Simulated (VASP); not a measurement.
## Pd: single point with LDA

Pd:

```xyz
1
Lattice="-1.6430 1.5015 1.5723 1.6430 -1.5015 1.5723 1.6430 1.5015 -1.5723" Properties=species:S:1:pos:R:3 pbc="T T T"
Pd    0.0000    0.0000    0.0000
```

This cell differs from its parent crystal: strain +0.0450 x Voigt [1, -1, 0, 0, 0, 0].

* Program: VASP 6.6.1
* Task: single point
* Functional: LDA
* Potentials or basis: VASP PAW LDA potentials, release 64 (Pd)
* Cutoff: 520 eV
* k mesh: 22 × 22 × 22
* Occupations: gaussian, width 0.15 eV
* Spin: no spin polarisation

The pressure is -14.7 GPa and the band gap on the k mesh is zero (band 5 reaches 9.33 eV, above the bottom of band 6 at 7.85 eV).

Stress tensor (GPa, compression positive):
```
-13.46   0.00   0.00
  0.00 -15.71   0.00
  0.00   0.00 -14.98
```

Levels at points of the mesh, in eV from the Fermi level:
```tsv
k point	band 1	band 2	band 3	band 4	band 5	band 6	band 7	band 8	band 9	band 10
(0.00, 0.00, 0.00)	-6.84	-3.04	-2.71	-2.44	-1.22	-0.62	18.45	19.16	20.15	26.70
(0.50, 0.00, 0.00)	-4.97	-4.18	-0.73	-0.38	0.59	1.75	7.98	14.41	16.13	23.04
(0.00, 0.50, 0.00)	-4.96	-3.52	-1.38	-0.75	0.49	1.14	7.03	15.61	18.36	24.46
(0.50, 0.50, 0.00)	-4.96	-3.87	-1.16	-0.43	0.52	1.46	7.53	14.97	17.18	23.73
(0.50, 0.50, 0.50)	-4.89	-4.83	0.12	0.20	0.29	7.62	8.91	10.38	15.60	17.04
```

Wall time 100 s on 1 thread of Intel(R) Xeon(R) 6975P-C (Granite Rapids) (shared host), peak memory 0.35 GiB.

Caveat: the cell differs from its parent crystal (strain +0.0450 x Voigt [1, -1, 0, 0, 0, 0]).
